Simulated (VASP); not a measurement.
TePd: single point with LDA+U

The system is TePd.

```xyz
4
Lattice="4.1521 0.0000 0.0000 -2.0760 3.5958 0.0000 0.0000 0.0000 5.6719" Properties=species:S:1:pos:R:3 pbc="T T T"
Pd    0.0000    0.0000    0.0000
Pd    0.0000    0.0000    2.8359
Te    0.0000    2.3972    1.4180
Te    2.0760    1.1986    4.2539
```

```yaml
Program: VASP 6.6.1
Task: single point
Functional: LDA
Potentials_or_basis: VASP PAW LDA potentials, release 64 (Pd, Te)
Cutoff: 520 eV
k_mesh: 6 × 6 × 4
Occupations: gaussian, width 0.03 eV
Spin: collinear spin, ferromagnetic start
Starting_moments: "[1.0, 1.0, 0.0, 0.0] μB"
Hubbard_terms: Pd d U = 1.0 eV
Dipole_correction: no
Further_INCAR_settings: ALGO = Normal; EDIFF = 1e-06; NBANDS = 28
```

```json
{"Pressure": "-4.4 GPa", "Band gap on the k mesh": "zero (filled and empty bands overlap)", "Net moment": "0.01 μB per cell", "Valence electrons inside the program's atomic spheres": "Pd 9.58; Te 3.32"}
```

Stress tensor (GPa, compression positive):
```
-4.05  0.00  0.00
 0.00 -4.05  0.00
 0.00  0.00 -5.11
```

Levels at points of the mesh, in eV from the Fermi level:
Spin up:
| k point | band 14 | band 15 | band 16 | band 17 | band 18 | band 19 |
| --- | --- | --- | --- | --- | --- | --- |
| (0.00, 0.00, 0.00) | -0.97 | -0.35 | 0.58 | 1.82 | 1.82 | 2.46 |
| (0.50, 0.00, 0.00) | -2.27 | -2.26 | -1.61 | 0.86 | 2.29 | 3.98 |
| (0.00, 0.00, 0.50) | -1.82 | 0.91 | 0.91 | 0.91 | 0.91 | 4.56 |
| (0.50, 0.00, 0.50) | -2.72 | -0.39 | -0.39 | 0.49 | 0.49 | 3.47 |
Spin down:
```
           k point  band 12  band 13  band 14  band 15  band 16  band 17  band 18  band 19  band 20  band 21
(0.00, 0.00, 0.00)    -2.28    -0.97    -0.97    -0.34     0.58     1.82     1.82     2.46     3.39     5.31
(0.50, 0.00, 0.00)    -2.90    -2.44    -2.27    -2.26    -1.60     0.86     2.29     3.98     4.10     5.04
(0.00, 0.00, 0.50)    -3.21    -1.82    -1.82     0.91     0.91     0.91     0.91     4.56     4.56     5.96
(0.50, 0.00, 0.50)    -2.92    -2.72    -2.72    -0.38    -0.38     0.50     0.50     3.47     3.47     6.57
```

Eigenvalues of the final occupation matrices:
```tsv
site	spin	trace	eigenvalues
site 1 d	1	4.37	0.83 0.83 0.89 0.91 0.91
site 1 d	2	4.37	0.83 0.83 0.89 0.91 0.91
site 2 d	1	4.37	0.83 0.83 0.89 0.91 0.91
site 2 d	2	4.37	0.83 0.83 0.89 0.91 0.91
```

It took 48 s on 1 thread of Intel(R) Xeon(R) Platinum 8488C (Sapphire Rapids) (shared host), peak memory 0.22 GiB.

Caveat: spin-orbit coupling is left out, which moves the levels of the heavy elements; the U is typed as a test and isn't derived for this compound. The state reached can hang on the start; a lower one may exist.
